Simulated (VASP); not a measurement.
Runs of VASP 6.6.1 on Br. The structure is that of space group I4/mmm (No. 139), or close to it. The cells are those of the table. 

```tsv
cell	further INCAR settings	gap on the mesh (eV)	pressure (GPa)
a = 3.702 Å, angles 132.4, 132.4, 69.5°, 1 atom	ALGO = Fast; EDIFF = 1e-06; NBANDS = 10	none	-2.3
a = 3.789 Å, angles 135.9, 135.9, 64.1°, 1 atom	ALGO = Fast; EDIFF = 1e-06; NBANDS = 10	none	1.0
a = 3.918 Å, angles 138.2, 138.2, 60.6°, 1 atom	ALGO = Fast; EDIFF = 1e-06; NBANDS = 10	none	2.4
a = 3.807 Å, angles 135.4, 135.4, 64.9°, 1 atom	ALGO = Fast; EDIFF = 1e-07; NBANDS = 10	none	-0.7
a = 3.935 Å, angles 137.6, 137.6, 61.5°, 1 atom	ALGO = Fast; EDIFF = 1e-06; NBANDS = 10	none	(a)
a = 4.034 Å, angles 140.9, 140.9, 56.5°, 1 atom	ALGO = Fast; EDIFF = 1e-06; NBANDS = 10	none	(b)
a = 4.185 Å, angles 142.3, 142.3, 54.3°, 1 atom	ALGO = Fast; EDIFF = 1e-06; NBANDS = 10	none	7.0
a = 3.683 Å, angles 133.0, 133.0, 68.7°, 1 atom	ALGO = Fast; EDIFF = 1e-06; NBANDS = 10	none	(c)
a = 4.050 Å, angles 140.3, 140.3, 57.4°, 1 atom	ALGO = Fast; EDIFF = 1e-06; NBANDS = 10	none	4.4
```

Alike in all rows: task single point; level PBE+D3(BJ); potentials or basis VASP PAW PBE potentials, release 64 (Br); no spin polarisation; k mesh 22 × 22 × 22; cutoff (eV) 520; smearing gaussian 0.15 eV.

Task: Fill in the values left out.

Result: (a) 0.4; (b) 7.5; (c) -1.2.

Caveats: an odd number of electrons without spin polarisation forces a metal; a magnetic or distorted state may lie lower; the stress differs along the axes, from -6 to 5 GPa (at least some runs); the stress differs along the axes, from -3 to 3 GPa (at least some runs); the stress differs along the axes, from -0 to 11 GPa (at least some runs); the stress differs along the axes, from -1 to 11 GPa (at least some runs); the stress differs along the axes, from -4 to 5 GPa (at least some runs).

A k mesh can miss the band edges, and the runs leave out spin-orbit coupling on Br.

A gap of «none» marks levels without a gap at the run's occupations.
